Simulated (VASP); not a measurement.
Wanted: the native input for a VASP 6.6.1 run.

```
Task                   : single point
Functional             : PBEsol
Potentials or basis    : VASP PAW PBE potentials, release 64 (Hg, Te)
Cutoff                 : 520 eV
k mesh                 : 6 × 6 × 6
Occupations            : fermi-dirac, width 0.1 eV
Spin                   : no spin polarisation
Dipole correction      : no
Further INCAR settings : ALGO = Normal; EDIFF = 1e-06; NBANDS = 16
```

The structure of HgTe lies in POSCAR:

```
HgTe
1.0
    4.5807370000      0.0000000000      0.0000000000
   -3.5190043409      2.9325347248      0.0000000000
   -0.5308662535     -1.4662671524      4.3071328192
Hg Te
1 1
Direct
    0.2500000000      0.7500000000      0.5000000000
    0.0000000000      0.0000000000      0.0000000000
```

These files were run (other wordings do the same):

INCAR

```
SYSTEM = HgTe
ALGO = Normal ; EDIFF = 1E-6
ENCUT = 520 ; GGA = PS
ISIF = 2 ; ISMEAR = -1
LASPH = .TRUE. ; LCHARG = .FALSE.
LREAL = .FALSE. ; LWAVE = .FALSE.
NBANDS = 16 ; NELM = 80
PREC = Accurate ; SIGMA = 0.1
```

KPOINTS

```
k-points
0
G
  6 6 6
  0 0 0
```

Potentials or basis: VASP PAW PBE potentials, release 64 (Hg, Te).

Command:

```console
$ cat potpaw_PBE.64/Hg/POTCAR potpaw_PBE.64/Te/POTCAR > POTCAR
$ mpirun -np 1 vasp_std > vasp.out
```

Results of the run:

```
Pressure               : -3.1 GPa
Band gap on the k mesh : zero (band 9 reaches 5.74 eV, above the bottom of band 10 at 1.90 eV)
```

Caveat: the k points lie up to 0.38 Å⁻¹ apart; the PAW data sets were made with another functional, which shifts forces and pressure a little; spin-orbit coupling is left out, which moves the levels of the heavy elements.

It took 32 s on 1 thread of Intel Xeon 6975P-C, on a shared host, peak memory 0.21 GiB.
